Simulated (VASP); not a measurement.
Cu4Sn: single point with PBE

Crystal: Cu4Sn.

```xyz
10
Lattice="2.9381 0.0000 0.0000 -1.4691 2.5445 0.0000 0.0000 0.0000 20.2997" Properties=species:S:1:pos:R:3 pbc="T T T"
Cu    0.0000    1.6963   17.4960
Cu    0.0000    1.6963    0.9356
Cu    0.0000    1.6963    9.2142
Cu    0.0000    1.6963   12.9534
Cu    1.4691    0.8482   19.3640
Cu    1.4691    0.8482    2.8036
Cu    1.4691    0.8482    7.3462
Cu    1.4691    0.8482   11.0854
Sn    0.0000    1.6963    5.0749
Sn    1.4691    0.8482   15.2247
```

```json
{
 "Program": "VASP 6.6.1",
 "Task": "single point",
 "Functional": "PBE",
 "Potentials or basis": "VASP PAW PBE potentials, release 64 (Cu, Sn_d)",
 "Cutoff": "520 eV",
 "k mesh": "12 × 12 × 2",
 "Occupations": "gaussian, width 0.1 eV",
 "Spin": "no spin polarisation"
}
```

```yaml
Pressure: 0.3 GPa
Band_gap_on_the_k_mesh: zero (bands 58 and 59 overlap by 2.44 eV)
```

Forces in eV/Å, atoms in the order of the input:
```
Cu   0.000  0.000 -0.002
Cu   0.000  0.000  0.002
Cu   0.000  0.000 -0.002
Cu   0.000  0.000  0.002
Cu   0.000  0.000 -0.002
Cu   0.000  0.000  0.002
Cu   0.000  0.000 -0.002
Cu   0.000  0.000  0.002
Sn   0.000  0.000  0.000
Sn   0.000  0.000  0.000
```

Levels at points of the mesh, in eV from the Fermi level:
```csv
k point,band 54,band 55,band 56,band 57,band 58,band 59,band 60,band 61,band 62,band 63
"(0.00, 0.00, 0.00)",-1.79,-1.60,-1.60,-1.60,-1.60,-1.57,-0.17,2.31,4.28,6.65
"(0.50, 0.00, 0.00)",-1.57,-1.00,-0.98,-0.39,-0.17,0.18,0.22,1.23,1.25,1.46
"(0.00, 0.00, 0.50)",-1.79,-1.60,-1.60,-1.60,-1.60,-0.88,-0.88,3.23,3.23,7.96
"(0.50, 0.00, 0.50)",-1.57,-0.98,-0.98,-0.26,-0.26,0.20,0.20,1.16,1.16,1.74
```

It took 6.1 min on 1 thread of Intel(R) Xeon(R) 6975P-C (Granite Rapids), with other jobs on the host, peak memory 0.48 GiB.

Caveat: spin-orbit coupling is left out, which moves the levels of the heavy elements.
